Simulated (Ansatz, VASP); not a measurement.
Sc: VASP beside Ansatz

File INCAR:

```
SYSTEM = Sc
  ALGO = Normal
  EDIFF = 1E-6
  ENCUT = 520
  GGA = PS
  ISIF = 2
  ISMEAR = -1
  LASPH = .True.
  LCHARG = .False.
  LREAL = .False.
  LWAVE = .False.
  NBANDS = 18
  NELM = 60
  PREC = Accurate
  SIGMA = 0.05
```

KPOINTS

```
k-points
0
Gamma
  9 9 5
  0 0 0
```

POSCAR

```
Sc
1.0
    3.3309145459      0.0000000000      0.0000000000
   -1.6654572730      2.8846566146      0.0000000000
    0.0000000000      0.0000000000      5.3082235343
Sc
2
Direct
    0.6666666667      0.3333333333      0.7500000000
    0.3333333333      0.6666666667      0.2500000000
```

File input.yaml:

```yaml
crystal:
  lattice:
    - [3.3309145459, 0.0, 0.0]
    - [-1.665457273, 2.8846566146, 0.0]
    - [0.0, 0.0, 5.3082235343]
  atoms:
    - { symbol: Sc, position: [0.6666666667, 0.3333333333, 0.75] }
    - { symbol: Sc, position: [0.3333333333, 0.6666666667, 0.25] }
kpoints:
  mp_grid: { grid: [9, 9, 5] }
scf:
  occupations: { method: fermi_dirac, width: 0.05 }
hamiltonian:
  xc: pbesol
  pseudopotentials: { kind: all_electron, lapw: { basis_error: 0.0005 } }
output:
  forces: true
  stress: true
  eigenvalues: true
```

Change from the starting cell: volume scaled by 1.02.

Alike in both runs: task single point; functional PBEsol; k mesh 9 × 9 × 5; occupations fermi-dirac, width 0.05 eV; no spin polarisation.

|  | VASP | Ansatz |
| --- | --- | --- |
| version | VASP 6.6.1 | Ansatz 0.2.0 |
| potentials or method | VASP PAW PBE potentials, release 64 (Sc_sv), cutoff 520 eV | all-electron LAPW, scalar-relativistic |

|  | VASP | Ansatz | Ansatz less VASP |
| --- | --- | --- | --- |
| gap on the k mesh at the Fermi level (eV) | none | none | - |
| pressure (GPa) | -3.7 | -3.7 | +0.01 |
| traceless stress, the component that is largest in VASP (GPa) | -0.99 | -0.99 | -0.001 |

VASP's potentials were made for PBE, not for PBEsol. A gap of «none» marks a metal or a gap that the smearing closes. Ansatz ran all-electron here, and VASP with PAW potentials.
